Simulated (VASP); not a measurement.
A run of VASP 6.6.1 is set up as follows.

INCAR

```
SYSTEM = CdS
ALGO = Normal ; EDIFF = 1E-6
ENCUT = 520 ; GGA = PS
ISIF = 2 ; ISMEAR = -1
LASPH = .True. ; LCHARG = .False.
LREAL = .False. ; LWAVE = .False.
NBANDS = 16 ; NELM = 80
PREC = Accurate ; SIGMA = 0.02
```

KPOINTS

```
k-points
0
Gamma
  7 7 7
  0 0 0
```

POSCAR

```
CdS
1.0
    0.0000000000      2.8546648610      2.9429534649
    2.8546648610      0.0000000000      2.9429534649
    2.8546648610      2.8546648610      0.0000000000
Cd S
1 1
Direct
    0.0000000000      0.0000000000      0.0000000000
    0.7500000000      0.7500000000      0.7500000000
```

Potentials or basis: VASP PAW PBE potentials, release 64 (Cd, S).

Run with:

```console
$ cat potpaw_PBE.64/Cd/POTCAR potpaw_PBE.64/S/POTCAR > POTCAR
$ mpirun -np 1 vasp_std > vasp.out
```

Q: What does it give for the pressure?

A: 2.3 GPa.

Q: What does it give for the band gap on the k mesh?

A: 1.04 eV, direct.

Stress tensor (GPa, compression positive):
```
2.53 0.00 0.00
0.00 2.53 0.00
0.00 0.00 1.98
```

Caveat: the cell differs from its parent crystal (equal xx and yy strain of -3 %); the PAW data sets were made with another functional, which shifts forces and pressure a little.
